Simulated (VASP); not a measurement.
# Ag (Pnma) in VASP: notebook

Ag is run at these levels: PBE; tasks: relaxation of cell and atoms, single point.

Program: VASP 6.6.1. These are calculated values, not measurements. Logs are shortened: lines on timing, memory, paths and dates and some standing lists are left out, and cuts for length are marked.

## 1. The cell of the first run

The structure is orthorhombic, space group Pnma (No. 62). Conventional cell: a = 4.027 Å, b = 6.675 Å, c = 3.002 Å, α = 90.00°, β = 90.00°, γ = 90.00°. Ag (site symmetry m) has 2 Ag at 2.13 Å within 2.8 Å.

## 2. Relaxation of cell and atoms, PBE

Contents of INCAR:

```
ALGO = Normal
EDIFF = 1E-6
EDIFFG = -0.04
ENCUT = 600
GGA = PE
IBRION = 2
ISIF = 3
ISMEAR = 0
LASPH = T
LCHARG = F
LREAL = F
LWAVE = F
NELM = 100
NSW = 90
PREC = Accurate
SIGMA = 0.1
```

Contents of KPOINTS:

```
k-points
0
Gamma
  4 4 6
```

Contents of POSCAR:

```
Ag
1.0
    4.0266161149      0.0000000000      0.0000000000
    0.0000000000      6.6754155975      0.0000000000
    0.0000000000      0.0000000000      3.0023684276
Ag
4
Direct
    0.0205000000      0.2500000000      0.6348000000
    0.9795000000      0.7500000000      0.3652000000
    0.4795000000      0.7500000000      0.1348000000
    0.5205000000      0.2500000000      0.8652000000
```

Potentials or basis: VASP PAW PBE potentials, release 64 (Ag).

Command:

```bash
cat potpaw_PBE.64/Ag/POTCAR > POTCAR
mpirun -np 1 vasp_std > vasp.out
```

OUTCAR:

```text
EDIFF = 1E-6
   EDIFFG = -0.04
   ENCUT = 600
   GGA = PE
   IBRION = 2
   ISIF = 3
   ISMEAR = 0
   LASPH = T
   LREAL = F
   NELM = 100
   NSW = 90
   PREC = Accurate

 ion  position               nearest neighbor table
   1  0.020  0.250  0.635-   4 2.13   4 2.13   4 3.06   4 3.06   2 3.44   2 3.44
   2  0.980  0.750  0.365-   3 2.13   3 2.13   3 3.06   3 3.06   1 3.44   1 3.44
   3  0.480  0.750  0.135-   2 2.13   2 2.13   2 3.06   2 3.06   4 3.44   4 3.44
   4  0.520  0.250  0.865-   1 2.13   1 2.13   1 3.06   1 3.06   3 3.44   3 3.44

  LATTYP: Found a simple orthorhombic cell.
 ALAT       =     3.0023684276
 B/A-ratio  =     1.3411465688
 C/A-ratio  =     2.2233832251

  Lattice vectors:

 A1 = (   0.0000000000,   0.0000000000,   3.0023684276)
 A2 = (   4.0266161149,   0.0000000000,   0.0000000000)
 A3 = (   0.0000000000,   6.6754155975,   0.0000000000)

Analysis of symmetry for initial positions (statically):
=====================================================================
 Subroutine PRICEL returns:
 Original cell was already a primitive cell.

 Routine SETGRP: Setting up the symmetry group for a
 simple orthorhombic supercell.

 Subroutine GETGRP returns: Found  8 space group operations
 (whereof  2 operations were pure point group operations)
 out of a pool of  8 trial point group operations.

The static configuration has the point symmetry S_2 .
 The point group associated with its full space group is D_2h.

Analysis of symmetry for dynamics (positions and initial velocities):
=====================================================================
 Subroutine PRICEL returns:
 Original cell was already a primitive cell.

 Routine SETGRP: Setting up the symmetry group for a
 simple orthorhombic supercell.

 Subroutine GETGRP returns: Found  8 space group operations
 (whereof  2 operations were pure point group operations)
 out of a pool of  8 trial point group operations.

The dynamic configuration has the point symmetry S_2 .
 The point group associated with its full space group is D_2h.

 Subroutine INISYM returns: Found  8 space group operations
 (whereof  2 operations are pure point group operations),
 and found     1 'primitive' translations

----------------------------------------------------------------------------------------

                                     Primitive cell

  volume of cell :      80.7017

  direct lattice vectors                    reciprocal lattice vectors
     4.026616115  0.000000000  0.000000000     0.248347489  0.000000000  0.000000000
     0.000000000  6.675415597  0.000000000     0.000000000  0.149803407  0.000000000
     0.000000000  0.000000000  3.002368428     0.000000000  0.000000000  0.333070382

  length of vectors
     4.026616115  6.675415597  3.002368428     0.248347489  0.149803407  0.333070382

  position of ions in fractional coordinates (direct lattice)
     0.020500000  0.250000000  0.634800000
     0.979500000  0.750000000  0.365200000
     0.479500000  0.750000000  0.134800000
     0.520500000  0.250000000  0.865200000

  ion indices of the primitive-cell ions
   primitive index   ion index
                 1           1
                 2           2
                 3           3
                 4           4

----------------------------------------------------------------------------------------

 KPOINTS: k-points

Automatic generation of k-mesh.
 Grid dimensions read from file:
 generate k-points for:    4    4    6

 Generating k-lattice:

  Cartesian coordinates                     Fractional coordinates (reciprocal lattice)
     0.062086872  0.000000000  0.000000000     0.250000000  0.000000000  0.000000000
     0.000000000  0.037450852  0.000000000     0.000000000  0.250000000  0.000000000
     0.000000000  0.000000000  0.055511730     0.000000000  0.000000000  0.166666667

  Length of vectors
     0.062086872  0.037450852  0.055511730

  Shift w.r.t. Gamma in fractional coordinates (k-lattice)
     0.000000000  0.000000000  0.000000000

 Subroutine IBZKPT returns following result:
 ===========================================

 Found     36 irreducible k-points:

 Following reciprocal coordinates:
            Coordinates               Weight
  0.000000  0.000000  0.000000      1.000000
  0.250000  0.000000  0.000000      2.000000
  0.500000  0.000000  0.000000      1.000000
  0.000000  0.250000  0.000000      2.000000
  0.250000  0.250000  0.000000      4.000000
  0.500000  0.250000  0.000000      2.000000
[... 16 lines left out ...]
  0.250000  0.250000  0.333333      8.000000
  0.500000  0.250000  0.333333      4.000000
 [... further k-points ...]
   k-points           NKPTS =     36   k-points in BZ     NKDIM =     36   number of bands    NBANDS=     26
   number of dos      NEDOS =    301   number of ions     NIONS =      4
   total plane-waves  NPLWV =  41472
   dimension x,y,z NGX =    32 NGY =   54 NGZ =   24
   dimension x,y,z NGXF=    64 NGYF=  108 NGZF=   48
   ions per type =               4
   NGX,Y,Z   is equivalent  to a cutoff of  13.21, 13.45, 13.29 a.u.
   NGXF,Y,Z  is equivalent  to a cutoff of  26.42, 26.90, 26.58 a.u.
 SYSTEM =  unknown system
   PREC   = accura    normal or accurate (medium, high low for compatibility)
   ISTART =      0    job   : 0-new  1-cont  2-samecut
   ICHARG =      2    charge: 1-file 2-atom 10-const
   ISPIN  =      1    spin polarized calculation?
   LNONCOLLINEAR =      F non collinear calculations
   LSORBIT =      F    spin-orbit coupling
   LASPH  =      T    aspherical Exc in radial PAW
   ENCUT  =  600.0 eV  44.10 Ry    6.64 a.u.   8.04 13.33  6.00*2*pi/ulx,y,z
   NELM   =    100;   NELMIN=  2; NELMDL= -5     # of ELM steps
   EDIFF  = 0.1E-05   stopping-criterion for ELM
   LREAL  =      F    real-space projection
   EDIFFG = -.4E-01   stopping-criterion for IOM
   NSW    =     90    number of steps for IOM
   IBRION =      2    ionic relax: 0-MD 1-quasi-New 2-CG
   NFREE  =      1    steps in history (QN), initial steepest desc. (CG)
   ISIF   =      3    stress and relaxation
   ISYM   =      2    0-nonsym 1-usesym 2-fastsym
   POTIM  = 0.5000    time-step for ionic-motion
   TEBEG  =    0.0;   TEEND  =   0.0 temperature during run
   PSTRESS=    0.0 pullay stress
   NELECT =      44.0000    total number of electrons
   NUPDOWN=      -1.0000    fix difference up-down
   EMIN   =  10.00;   EMAX   =-10.00  energy-range for DOS
   EFERMI =   0.00;   METHOD = LEGACY
   ISMEAR =     0;   SIGMA  =   0.10  broadening in eV -4-tet -1-fermi 0-gaus
   EFERMI_NEDOS =   21; number of points for ismear=-14 and -15
   IALGO  =     38    algorithm
   IMIX   =      4    mixing-type and parameters
     AMIX     =   0.40;   BMIX     =  1.00
     AMIX_MAG =   1.60;   BMIX_MAG =  1.00
  volume/ion in A,a.u.               =      20.18       136.15
  Fermi-wavevector in a.u.,A,eV,Ry     =   1.337411  2.527340 24.336307  1.788668
  Thomas-Fermi vector in A             =   2.465962
   LORBIT       =      0    0 simple, 1 ext, 2 COOP (PROOUT), +10 PAW based schemes
   GGA     = PE    functional components
   LHFCALC =     F    Hartree Fock is set to
   AEXX    =    0.0000 exact exchange contribution
   IVDW    =     0    specifies the selected vdW correction
   LEPSILON=     F    determine dielectric tensor
   LRPA    =     F    only Hartree local field effects (RPA)
 conjugate gradient relaxation of ions
 non-spin polarized calculation
 Gauss-broadening in eV      SIGMA  =   0.10
  energy-cutoff  :      600.00
  volume of cell :       80.70
 maximum number of plane-waves:      2728
   NGX = 17   NGY = 27   NGZ = 11

--------------------------------------- Ionic step        1  -------------------------------------------

 number of electron      44.0000016 magnetization

 Free energy of the ion-electron system (eV)
  ---------------------------------------------------
  ext. energy  EPLUGINS =         0.00000000
  ---------------------------------------------------
  free energy    TOTEN  =        -2.23708663 eV

  energy without entropy =       -2.23250518  energy(sigma->0) =       -2.23479590

------------------------ aborting loop because EDIFF is reached ----------------------------------------

  FORCE on cell =-STRESS in cart. coord.  units (eV):
  Direction    XX          YY          ZZ          XY          YZ          ZX
  --------------------------------------------------------------------------------------
  -------------------------------------------------------------------------------------
  Total       66.2415711     -1.6909433      5.4217595      0.0000000      0.0000000      0.0000000
  in kB     1315.0997217    -33.5704456    107.6386676      0.0000000      0.0000000      0.0000000
  external PRESSURE =     463.0559812 kB  Pullay stress =       0.0000000 kB
[... 95 lines left out ...]
  FREE ENERGIE OF THE ION-ELECTRON SYSTEM (eV)
  ---------------------------------------------------
  free  energy   TOTEN  =        -6.9137207115 eV

  energy  without entropy=       -6.9085079590  energy(sigma->0) =       -6.91111434

 E-fermi :   3.6844     XC(G=0):  -9.7766

 val. band max:        3.6748753364   @ k =   0.2500   0.2500   0.1667
 cond. band min:       3.9188692373   @ k =   0.5000   0.0000   0.0000
 fundamental gap:      0.2439939009
 Fermi energy:         3.6843706290

 k-point     1 :       0.0000    0.0000    0.0000
  band No.  band energies     occupation
      1      -1.6624      2.00000
      2      -1.2548      2.00000
      3      -0.8399      2.00000
      4      -0.8364      2.00000
      5      -0.7546      2.00000
      6      -0.6013      2.00000
[... 685 lines left out ...]
     25       8.7810      0.00000
     26       8.7810      0.00000

 [... further k-points ...]

 E-fermi :   4.6711     XC(G=0): -10.3475

 val. band max:        4.6268626655   @ k =   0.2500   0.2500   0.3333
 cond. band min:       4.7269241729   @ k =   0.2500   0.0000   0.1667
 fundamental gap:      0.1000615073
 Fermi energy:         4.6711064794

 k-point     1 :       0.0000    0.0000    0.0000
  band No.  band energies     occupation
      1      -1.1710      2.00000
      2      -0.6049      2.00000
      3      -0.3997      2.00000
      4      -0.2915      2.00000
      5      -0.1675      2.00000
      6       0.0255      2.00000
[... 685 lines left out ...]
     25      10.1998      0.00000
     26      10.1998      0.00000

 [... further k-points ...]

[... ionic steps 4 to 62 ...]

--------------------------------------- Ionic step       63  -------------------------------------------

 number of electron      43.9999990 magnetization

------------------------ aborting loop because EDIFF is reached ----------------------------------------

  FORCE on cell =-STRESS in cart. coord.  units (eV):
  Direction    XX          YY          ZZ          XY          YZ          ZX
  --------------------------------------------------------------------------------------
  -------------------------------------------------------------------------------------
  Total       -0.4147369      0.0956011     -0.3526148      0.0000000      0.0000000     -0.0000000
  in kB       -9.2609432      2.1347424     -7.8737764      0.0000000      0.0000000     -0.0000000
  external PRESSURE =      -4.9999924 kB  Pullay stress =       0.0000000 kB
[... 61 lines left out ...]
  energy  without entropy=      -10.8430096881  energy(sigma->0) =      -10.84556212

--------------------------------------- Ionic step       65  -------------------------------------------

 number of electron      43.9999996 magnetization

 Free energy of the ion-electron system (eV)
  ---------------------------------------------------
  ext. energy  EPLUGINS =         0.00000000
  ---------------------------------------------------
  free energy    TOTEN  =       -10.85257902 eV

  energy without entropy =      -10.84760672  energy(sigma->0) =      -10.85009287

 E-fermi :   7.9986     XC(G=0): -11.9436

 val. band max:        7.8949151218   @ k =   0.5000   0.2500   0.5000
 cond. band min:       8.0159531487   @ k =   0.5000   0.2500   0.0000
 fundamental gap:      0.1210380269
 Fermi energy:         7.9986399812

 k-point     1 :       0.0000    0.0000    0.0000
  band No.  band energies     occupation
      1       0.3769      2.00000
      2       1.6913      2.00000
      3       1.7897      2.00000
      4       2.0408      2.00000
      5       2.0877      2.00000
      6       2.9939      2.00000
[... 685 lines left out ...]
     25      12.9976      0.00000
     26      12.9976      0.00000

 [... further k-points ...]

------------------------ aborting loop because EDIFF is reached ----------------------------------------

  FORCE on cell =-STRESS in cart. coord.  units (eV):
  Direction    XX          YY          ZZ          XY          YZ          ZX
  --------------------------------------------------------------------------------------
  -------------------------------------------------------------------------------------
  Total       -0.0950723      0.0199956      0.1090347      0.0000000      0.0000000      0.0000000
  in kB       -2.1354411      0.4491269      2.4490542      0.0000000      0.0000000      0.0000000
  external PRESSURE =       0.2542467 kB  Pullay stress =       0.0000000 kB
[... 19 lines left out ...]
  FREE ENERGIE OF THE ION-ELECTRON SYSTEM (eV)
  ---------------------------------------------------
  free  energy   TOTEN  =       -10.8525790206 eV

  energy  without entropy=      -10.8476067165  energy(sigma->0) =      -10.85009287

 reached required accuracy - stopping structural energy minimisation
```

Run time: 33 min. Hardware: 1 thread of AMD EPYC 7R43 (Zen 3), shared host; peak memory 0.22 GiB.

What came out:

| Item | Value |
| --- | --- |
| Free energy | -10.8526 eV |
| Relaxed volume | 17.83 Å³/atom |
| Relaxed cell | a = 4.949 Å, b = 4.772 Å, c = 3.020 Å, α = 90.00°, β = 90.00°, γ = 90.00° |
| Space group after relaxing (to 0.05 Å) | Cmcm (No. 63) |
| Energy gained by relaxing | 2153.9 meV/atom |
| Ionic steps | 65 |
| Pressure after relaxing | 0.0 GPa |
| Largest force after relaxing | 0.038 eV/Å |
| Band gap on the k mesh | zero (band 22 reaches 10.26 eV, above the bottom of band 23 at 5.66 eV) |

Forces in eV/Å, atoms in the order of the input:
```
Ag   0.037  0.000 -0.010
Ag  -0.037  0.000  0.010
Ag  -0.037  0.000 -0.010
Ag   0.037  0.000  0.010
```

Stress tensor (GPa, compression positive):
```
-0.21  0.00  0.00
 0.00  0.04  0.00
 0.00  0.00  0.24
```

The path:
```csv
step,energy change (eV),largest force (eV/Å),pressure (GPa),volume (Å³)
1,0.0000,6.0964,46.31,80.70
3,-4.6766,0.0378,-8.58,140.55
5,-6.4912,0.3156,-7.18,107.19
7,-6.5356,0.4230,-6.31,104.93
9,-6.5448,0.5030,-5.67,103.56
11,-7.3400,0.4042,-1.16,85.56
13,-7.6820,0.2094,2.15,77.45
15,-7.7623,0.1492,-1.68,80.23
17,-7.7881,0.1865,-0.13,78.55
19,-7.8071,0.2606,0.34,77.86
21,-7.8714,0.1922,-0.74,78.56
23,-7.8871,0.1175,-1.09,78.92
25,-7.9106,0.1043,0.56,76.87
27,-7.9179,0.1213,-0.34,77.51
29,-7.9358,0.1577,0.45,76.55
31,-7.9446,0.2693,4.98,72.18
33,-7.9670,0.2528,3.21,73.68
35,-7.9688,0.2545,3.22,73.64
37,-7.9764,0.2604,3.35,73.43
39,-8.0005,0.2640,3.90,72.58
41,-8.0227,0.2244,4.67,71.32
43,-8.0863,0.0547,5.15,70.42
45,-8.1449,0.0802,3.99,70.91
47,-8.3934,0.0784,-0.90,73.17
49,-8.4092,0.1174,-1.86,73.96
51,-8.4704,0.1056,0.02,72.03
53,-8.4912,0.1160,2.44,70.00
55,-8.5676,0.1627,-0.85,72.38
57,-8.5688,0.1704,-1.17,72.65
59,-8.5841,0.1962,-0.02,71.59
61,-8.6017,0.0987,0.95,70.73
63,-8.6108,0.0649,-0.50,71.75
65,-8.6155,0.0381,0.03,71.33
```

Final structure:
```
Ag
1.0
     4.94936    0.00000    0.00000
     0.00000    4.77151    0.00000
     0.00000    0.00000    3.02045
Ag
4
Direct
  0.16739 0.25000 0.50126
  0.83261 0.75000 0.49874
  0.33261 0.75000 0.00126
  0.66739 0.25000 0.99874
```

Caveat: the k points lie up to 0.35 Å⁻¹ apart in the final cell.

## 3. Single point, PBE

Contents of INCAR:

```
SYSTEM = Ag
PREC = Accurate
ENCUT = 520
EDIFF = 1E-6
ISMEAR = 0
SIGMA = 0.1
LREAL = .False.
LASPH = .True.
NELM = 100
ALGO = Normal
ISIF = 2
LWAVE = .False.
LCHARG = .False.
GGA = PE
NBANDS = 30
```

Contents of KPOINTS:

```
Automatic mesh
0
Gamma
  4 4 6
  0 0 0
```

POSCAR is that of step 2.

Potentials or basis: VASP PAW PBE potentials, release 64 (Ag).

Command:

```bash
cat potpaw_PBE.64/Ag/POTCAR > POTCAR
mpirun -np 1 vasp_std > vasp.out
```

It took 65 s on 1 thread of AMD EPYC 7R43 (Zen 3), shared host; peak memory 0.17 GiB.

The run converged. Its results:

* Free energy: -2.2375 eV
* Pressure: 46.3 GPa
* Largest force: 6.096 eV/Å
* Band gap on the k mesh: zero (band 22 reaches 8.38 eV, above the bottom of band 23 at 4.87 eV)

Forces on the atoms (eV/Å):
```
Ag   0.003  0.000 -6.096
Ag  -0.003  0.000  6.096
Ag  -0.003  0.000 -6.096
Ag   0.003  0.000  6.096
```

Stress tensor (GPa, compression positive):
```
131.51   0.00   0.00
  0.00  -3.35   0.00
  0.00   0.00  10.77
```

Levels at points of the mesh, in eV from the Fermi level:
```tsv
k point	band 18	band 19	band 20	band 21	band 22	band 23	band 24	band 25	band 26	band 27
(0.00, 0.00, 0.00)	-3.37	-2.48	-2.24	-2.16	-1.91	-1.56	3.05	5.36	7.10	7.62
(0.50, 0.00, 0.00)	-3.39	-1.93	-1.93	-1.75	-1.75	-0.20	-0.20	2.34	2.34	11.14
(0.00, 0.50, 0.00)	-3.87	-2.94	-2.94	-2.20	-2.20	3.00	3.00	4.04	4.04	7.78
(0.50, 0.50, 0.00)	-2.67	-2.67	-2.67	-1.62	-1.62	-1.62	-1.62	6.18	6.18	6.18
(0.00, 0.00, 0.50)	-2.99	-2.39	-2.39	-0.56	-0.56	2.06	2.06	4.11	4.11	8.61
(0.50, 0.00, 0.50)	-2.31	-2.30	-2.30	1.00	1.00	2.53	2.53	3.96	3.96	5.49
(0.00, 0.50, 0.50)	-2.97	-2.39	-2.39	-0.43	-0.43	0.88	0.88	6.24	6.24	8.53
(0.50, 0.50, 0.50)	-2.32	-2.32	-2.32	1.89	1.89	1.89	1.89	3.75	3.75	3.75
```

Caveat: the k points lie up to 0.39 Å⁻¹ apart; forces of over 1 eV/Å act on the atoms, so gaps and moduli don't describe the material at rest.
